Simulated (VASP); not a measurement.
# ZnO (P6_3mc) in VASP: notebook, part 2 of 2

VASP 6.6.1.

## Step 3: Single point, LDA

The input, INCAR:

```
ALGO = Normal
EDIFF = 1E-7
ENCUT = 520
GGA = CA
ISIF = 2
ISMEAR = 0
LASPH = T
LCHARG = F
LREAL = F
LWAVE = F
NBANDS = 26
NELM = 80
PREC = Accurate
SIGMA = 0.01
```

The input, KPOINTS:

```
k-points
0
Gamma
  9 9 6
```

The input, POSCAR:

```
ZnO
1.0
    3.2498000000      0.0000000000      0.0000000000
   -1.6249000000      2.8144093572      0.0000000000
    0.0000000000      0.0000000000      5.2066000000
Zn O
2 2
Direct
    0.3333333333      0.6666666667      0.0000000000
    0.6666666667      0.3333333333      0.5000000000
    0.3333333333      0.6666666667      0.3759000000
    0.6666666667      0.3333333333      0.8759000000
```

Potentials or basis: VASP PAW LDA potentials, release 64 (Zn, O).

Run with:

```console
cat potpaw_LDA.64/Zn/POTCAR potpaw_LDA.64/O/POTCAR > POTCAR
mpirun -np 1 vasp_std > vasp.out
```

OUTCAR:

```text
EDIFF = 1E-7
   ENCUT = 520
   GGA = CA
   ISIF = 2
   ISMEAR = 0
   LASPH = T
   LREAL = F
   NELM = 80
   PREC = Accurate

 ion  position               nearest neighbor table
   1  0.333  0.667  0.000-   3 1.96   4 1.98   4 1.98   4 1.98
   2  0.667  0.333  0.500-   4 1.96   3 1.98   3 1.98   3 1.98
   3  0.333  0.667  0.376-   1 1.96   2 1.98   2 1.98   2 1.98
   4  0.667  0.333  0.876-   2 1.96   1 1.98   1 1.98   1 1.98

  LATTYP: Found a hexagonal cell.
 ALAT       =     3.2498000000
 C/A-ratio  =     1.6021293618

  Lattice vectors:

 A1 = (   3.2498000000,   0.0000000000,   0.0000000000)
 A2 = (  -1.6249000000,   2.8144093572,   0.0000000000)
 A3 = (   0.0000000000,   0.0000000000,   5.2066000000)

Analysis of symmetry for initial positions (statically):
=====================================================================
 Subroutine PRICEL returns:
 Original cell was already a primitive cell.

 Routine SETGRP: Setting up the symmetry group for a
 hexagonal supercell.

 Subroutine GETGRP returns: Found 12 space group operations
 (whereof  6 operations were pure point group operations)
 out of a pool of 24 trial point group operations.

The static configuration has the point symmetry C_3v.
 The point group associated with its full space group is C_6v.

Analysis of symmetry for dynamics (positions and initial velocities):
=====================================================================
 Subroutine PRICEL returns:
 Original cell was already a primitive cell.

 Routine SETGRP: Setting up the symmetry group for a
 hexagonal supercell.

 Subroutine GETGRP returns: Found 12 space group operations
 (whereof  6 operations were pure point group operations)
 out of a pool of 24 trial point group operations.

The dynamic configuration has the point symmetry C_3v.
 The point group associated with its full space group is C_6v.

 Subroutine INISYM returns: Found 12 space group operations
 (whereof  6 operations are pure point group operations),
 and found     1 'primitive' translations

----------------------------------------------------------------------------------------

                                     Primitive cell

  volume of cell :      47.6210

  direct lattice vectors                    reciprocal lattice vectors
     3.249800000  0.000000000  0.000000000     0.307711244  0.177657169  0.000000000
    -1.624900000  2.814409357  0.000000000     0.000000000  0.355314339  0.000000000
     0.000000000  0.000000000  5.206600000     0.000000000  0.000000000  0.192063919

  length of vectors
     3.249800000  3.249800000  5.206600000     0.355314339  0.355314339  0.192063919

  position of ions in fractional coordinates (direct lattice)
     0.333333333  0.666666667  0.000000000
     0.666666667  0.333333333  0.500000000
     0.333333333  0.666666667  0.375900000
     0.666666667  0.333333333  0.875900000

  ion indices of the primitive-cell ions
   primitive index   ion index
                 1           1
                 2           2
                 3           3
                 4           4

----------------------------------------------------------------------------------------

 KPOINTS: k-points

Automatic generation of k-mesh.
 Grid dimensions read from file:
 generate k-points for:    9    9    6

 Generating k-lattice:

  Cartesian coordinates                     Fractional coordinates (reciprocal lattice)
     0.034190138  0.019739685  0.000000000     0.111111111  0.000000000  0.000000000
     0.000000000  0.039479371  0.000000000     0.000000000  0.111111111  0.000000000
     0.000000000  0.000000000  0.032010653     0.000000000  0.000000000  0.166666667

  Length of vectors
     0.039479371  0.039479371  0.032010653

  Shift w.r.t. Gamma in fractional coordinates (k-lattice)
     0.000000000  0.000000000  0.000000000

 Subroutine IBZKPT returns following result:
 ===========================================

 Found     48 irreducible k-points:

 Following reciprocal coordinates:
            Coordinates               Weight
  0.000000  0.000000  0.000000      1.000000
  0.111111  0.000000  0.000000      6.000000
  0.222222  0.000000  0.000000      6.000000
  0.333333  0.000000  0.000000      6.000000
  0.444444  0.000000  0.000000      6.000000
  0.111111  0.111111  0.000000      6.000000
[... 16 lines left out ...]
  0.333333  0.222222  0.166667     24.000000
  0.333333  0.333333  0.166667      4.000000
 [... further k-points ...]
   k-points           NKPTS =     48   k-points in BZ     NKDIM =     48   number of bands    NBANDS=     26
   number of dos      NEDOS =    301   number of ions     NIONS =      4
   total plane-waves  NPLWV =  23040
   dimension x,y,z NGX =    24 NGY =   24 NGZ =   40
   dimension x,y,z NGXF=    48 NGYF=   48 NGZF=   80
   ions per type =               2   2
   NGX,Y,Z   is equivalent  to a cutoff of  12.28, 12.28, 12.77 a.u.
   NGXF,Y,Z  is equivalent  to a cutoff of  24.55, 24.55, 25.54 a.u.
 SYSTEM =  unknown system
   PREC   = accura    normal or accurate (medium, high low for compatibility)
   ISTART =      0    job   : 0-new  1-cont  2-samecut
   ICHARG =      2    charge: 1-file 2-atom 10-const
   ISPIN  =      1    spin polarized calculation?
   LNONCOLLINEAR =      F non collinear calculations
   LSORBIT =      F    spin-orbit coupling
   LASPH  =      T    aspherical Exc in radial PAW
   ENCUT  =  520.0 eV  38.22 Ry    6.18 a.u.   6.04  6.04  9.68*2*pi/ulx,y,z
   NELM   =     80;   NELMIN=  2; NELMDL= -5     # of ELM steps
   EDIFF  = 0.1E-06   stopping-criterion for ELM
   LREAL  =      F    real-space projection
   EDIFFG = 0.1E-05   stopping-criterion for IOM
   NSW    =      0    number of steps for IOM
   IBRION =     -1    ionic relax: 0-MD 1-quasi-New 2-CG
   NFREE  =      0    steps in history (QN), initial steepest desc. (CG)
   ISIF   =      2    stress and relaxation
   ISYM   =      2    0-nonsym 1-usesym 2-fastsym
   POTIM  = 0.5000    time-step for ionic-motion
   TEBEG  =    0.0;   TEEND  =   0.0 temperature during run
   PSTRESS=    0.0 pullay stress
   NELECT =      36.0000    total number of electrons
   NUPDOWN=      -1.0000    fix difference up-down
   EMIN   =  10.00;   EMAX   =-10.00  energy-range for DOS
   EFERMI =   0.00;   METHOD = LEGACY
   ISMEAR =     0;   SIGMA  =   0.01  broadening in eV -4-tet -1-fermi 0-gaus
   EFERMI_NEDOS =   21; number of points for ismear=-14 and -15
   IALGO  =     38    algorithm
   IMIX   =      4    mixing-type and parameters
     AMIX     =   0.40;   BMIX     =  1.00
     AMIX_MAG =   1.60;   BMIX_MAG =  1.00
  volume/ion in A,a.u.               =      11.91        80.34
  Fermi-wavevector in a.u.,A,eV,Ry     =   1.491339  2.818222 30.260597  2.224091
  Thomas-Fermi vector in A             =   2.604006
   LORBIT       =      0    0 simple, 1 ext, 2 COOP (PROOUT), +10 PAW based schemes
   GGA     = CA    functional components
   LHFCALC =     F    Hartree Fock is set to
   AEXX    =    0.0000 exact exchange contribution
   IVDW    =     0    specifies the selected vdW correction
   LEPSILON=     F    determine dielectric tensor
   LRPA    =     F    only Hartree local field effects (RPA)
 non-spin polarized calculation
 Gauss-broadening in eV      SIGMA  =   0.01
  energy-cutoff  :      520.00
  volume of cell :       47.62
 maximum number of plane-waves:      1302
   NGX = 13   NGY = 13   NGZ = 19

 number of electron      36.0000020 magnetization

 Free energy of the ion-electron system (eV)
  ---------------------------------------------------
  ext. energy  EPLUGINS =         0.00000000
  ---------------------------------------------------
  free energy    TOTEN  =       -21.11738515 eV

  energy without entropy =      -21.11738515  energy(sigma->0) =      -21.11738515

 E-fermi :   0.9696     XC(G=0): -11.4611

 val. band max:        0.8669705818   @ k =   0.0000   0.0000   0.0000
 cond. band min:       1.6110272089   @ k =   0.0000   0.0000   0.0000
 fundamental gap:      0.7440566271
 Fermi energy:         0.9696446171

 k-point     1 :       0.0000    0.0000    0.0000
  band No.  band energies     occupation
      1     -16.9260      2.00000
      2     -16.1468      2.00000
      3      -4.8892      2.00000
      4      -4.8785      2.00000
      5      -4.8785      2.00000
      6      -4.8440      2.00000
[... 18 lines left out ...]
     25      14.8037      0.00000
     26      14.8037      0.00000
[... 644 lines left out ...]
      4      -4.6645      2.00000
      5      -4.6645      2.00000
      6      -4.2733      2.00000
[... 18 lines left out ...]
     25      14.0809      0.00000
     26      15.0744      0.00000

 [... further k-points ...]
[... 5 lines left out ...]
  --------------------------------------------------------------------------------------
  -------------------------------------------------------------------------------------
  Total       -2.1179705     -2.1179705     -1.1712091      0.0000000      0.0000000     -0.0000000
  in kB      -71.2577956    -71.2577956    -39.4045973      0.0000000      0.0000000     -0.0000000
  external PRESSURE =     -60.6400628 kB  Pullay stress =       0.0000000 kB

 VOLUME and BASIS-vectors are now :
 -----------------------------------------------------------------------------
  energy-cutoff  :      520.00
  volume of cell :       47.62
      direct lattice vectors                 reciprocal lattice vectors
     3.249800000  0.000000000  0.000000000     0.307711244  0.177657169  0.000000000
    -1.624900000  2.814409357  0.000000000     0.000000000  0.355314339  0.000000000
     0.000000000  0.000000000  5.206600000     0.000000000  0.000000000  0.192063919

 POSITION                                       TOTAL-FORCE (eV/Angst)
 -----------------------------------------------------------------------------------
     -0.00000      1.87627      0.00000         0.000000      0.000000     -0.166485
      1.62490      0.93814      2.60330        -0.000000      0.000000     -0.166485
     -0.00000      1.87627      1.95716         0.000000      0.000000      0.166485
      1.62490      0.93814      4.56046        -0.000000     -0.000000      0.166485
 -----------------------------------------------------------------------------------
    total drift:                               -0.000001     -0.000001     -0.000521

  FREE ENERGIE OF THE ION-ELECTRON SYSTEM (eV)
  ---------------------------------------------------
  free  energy   TOTEN  =       -21.1173851478 eV

  energy  without entropy=      -21.1173851478  energy(sigma->0) =      -21.11738515
```

OSZICAR:

```text
N       E                     dE             d eps       ncg     rms          rms(c)
DAV:   1     0.292167271538E+03    0.29217E+03   -0.18233E+04  2528   0.203E+03
DAV:   2     0.787859020580E+01   -0.28429E+03   -0.26629E+03  2602   0.411E+02
DAV:   3    -0.235264758938E+02   -0.31405E+02   -0.30983E+02  2756   0.140E+02
DAV:   4    -0.241708254083E+02   -0.64435E+00   -0.64269E+00  2796   0.204E+01
DAV:   5    -0.241740437428E+02   -0.32183E-02   -0.32181E-02  2702   0.150E+00    0.144E+01
DAV:   6    -0.210259648136E+02    0.31481E+01   -0.60631E+00  3940   0.617E+01    0.910E+00
DAV:   7    -0.211851185027E+02   -0.15915E+00   -0.27122E+00  2606   0.166E+01    0.542E+00
DAV:   8    -0.211691449951E+02    0.15974E-01   -0.58915E-01  3310   0.711E+00    0.168E+00
DAV:   9    -0.211154092828E+02    0.53736E-01   -0.10441E-01  3588   0.659E+00    0.336E-01
DAV:  10    -0.211174083738E+02   -0.19991E-02   -0.35462E-02  2540   0.134E+00    0.807E-02
DAV:  11    -0.211174004291E+02    0.79447E-05   -0.54996E-04  2962   0.514E-01    0.293E-02
DAV:  12    -0.211173842490E+02    0.16180E-04   -0.11597E-04  3194   0.351E-01    0.748E-03
DAV:  13    -0.211173862775E+02   -0.20285E-05   -0.13456E-05  3590   0.478E-02    0.903E-03
DAV:  14    -0.211173851593E+02    0.11182E-05   -0.30425E-06  2682   0.157E-02    0.178E-03
DAV:  15    -0.211173851478E+02    0.11484E-07   -0.17613E-07  2266   0.540E-03
   1 F= -.21117385E+02 E0= -.21117385E+02  d E =-.382267E-50
```

Run time: 2 min. Hardware: 1 thread of AMD EPYC 7R13, shared host; peak memory 0.14 GiB.

Results:

| Item | Value |
| --- | --- |
| Free energy | -21.1174 eV |
| Pressure | -6.1 GPa |
| Largest force | 0.166 eV/Å |
| Band gap on the k mesh | 0.74 eV, direct |

Forces in eV/Å, atoms in the order of the input:
```
Zn   0.000  0.000 -0.166
Zn   0.000  0.000 -0.166
O    0.000  0.000  0.166
O    0.000  0.000  0.166
```

Stress tensor (GPa, compression positive):
```
-7.13  0.00  0.00
 0.00 -7.13  0.00
 0.00  0.00 -3.94
```

## Step 4: Single point, LDA

The input, INCAR:

```
SYSTEM = ZnO
PREC = Accurate
ENCUT = 520
EDIFF = 1E-6
ISMEAR = 0
SIGMA = 0.01
LREAL = .False.
LASPH = .True.
NELM = 100
ALGO = Normal
ISIF = 2
LWAVE = .False.
LCHARG = .False.
NBANDS = 26
```

The input, KPOINTS:

```
regular mesh
0
Gamma
  9 9 6
  0 0 0
```

POSCAR, as its differences from that of step 3:

```diff
@@ -10,3 +10,3 @@
     0.6666666667      0.3333333333      0.5000000000
-    0.3333333333      0.6666666667      0.3759000000
-    0.6666666667      0.3333333333      0.8759000000
+    0.3333333333      0.6666666667      0.3800000000
+    0.6666666667      0.3333333333      0.8800000000
```

Run with:

```console
cat potpaw_LDA.64/Zn/POTCAR potpaw_LDA.64/O/POTCAR > POTCAR
mpirun -np 1 vasp_std > vasp.out
```

Wall time 97 s (1 thread of AMD EPYC 7R13, shared host); peak memory 0.14 GiB.

Results (log left out):

* Free energy: -21.1213 eV
* Pressure: -6.1 GPa
* Largest force: 0.022 eV/Å
* Band gap on the k mesh: 0.74 eV, direct

Forces on the atoms (eV/Å):
```
Zn   0.000  0.000 -0.022
Zn   0.000  0.000 -0.022
O    0.000  0.000  0.022
O    0.000  0.000  0.022
```

Stress tensor (GPa, compression positive):
```
-6.60  0.00  0.00
 0.00 -6.60  0.00
 0.00  0.00 -5.23
```

Levels at points of the mesh, in eV from the valence-band top:
| k point | band 14 | band 15 | band 16 | band 17 | band 18 | band 19 | band 20 | band 21 | band 22 | band 23 |
| --- | --- | --- | --- | --- | --- | --- | --- | --- | --- | --- |
| (0.00, 0.00, 0.00) | -0.81 | -0.81 | -0.08 | 0.00 | 0.00 | 0.74 | 5.08 | 8.12 | 12.64 | 12.64 |
| (0.00, 0.00, 0.50) | -2.26 | -0.40 | -0.40 | -0.40 | -0.40 | 3.39 | 3.39 | 9.92 | 9.92 | 12.93 |
